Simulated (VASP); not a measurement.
Input of a VASP 6.6.1 run:

The input INCAR:

```
ALGO = Normal
EDIFF = 1E-7
ENCUT = 520
GGA = PE
ISIF = 2
ISMEAR = 0
LASPH = True
LCHARG = False
LREAL = False
LWAVE = False
NBANDS = 66
NELM = 80
PREC = Accurate
SIGMA = 0.1
```

KPOINTS

```
k-points
0
Gamma
  6 6 1
```

POSCAR

```
ZnCd5S6
1.0
    4.1298177000      0.0000000000      0.0000000000
   -2.0649089000      3.5765271000      0.0000000000
    0.0000000000      0.0000000000     20.3304014000
Zn Cd S
1 5 6
Direct
    0.0000000000      0.0000000000      0.3333770000
    0.6666667000      0.3333333000      0.8337610000
    0.0000000000      0.0000000000      0.6634220000
    0.6666667000      0.3333333000      0.1745750000
    0.3333333000      0.6666667000      0.4931240000
    0.3333333000      0.6666667000      0.0041640000
    0.6666667000      0.3333333000      0.9595450000
    0.0000000000      0.0000000000      0.4490800000
    0.0000000000      0.0000000000      0.7892010000
    0.6666667000      0.3333333000      0.3008370000
    0.3333333000      0.6666667000      0.6189560000
    0.3333333000      0.6666667000      0.1299600000
```

Potentials or basis: VASP PAW PBE potentials, release 64 (Zn, Cd, S).

Command:

```bash
$ cat potpaw_PBE.64/Zn/POTCAR potpaw_PBE.64/Cd/POTCAR potpaw_PBE.64/S/POTCAR > POTCAR
$ mpirun -np 1 vasp_std > vasp.out
```

Q: What does it give for the largest force?

A: 0.021 eV/Å.

Q: Estimate the pressure.

A: 0.3 GPa.

Forces on the atoms (eV/Å):
```
Zn   0.000  0.000 -0.004
Cd   0.000  0.000  0.001
Cd   0.000  0.000  0.001
Cd   0.000  0.000  0.004
Cd   0.000  0.000  0.001
Cd   0.000  0.000  0.002
S    0.000  0.000 -0.001
S    0.000  0.000 -0.021
S    0.000  0.000 -0.001
S    0.000  0.000  0.021
S    0.000  0.000 -0.002
S    0.000  0.000 -0.001
```
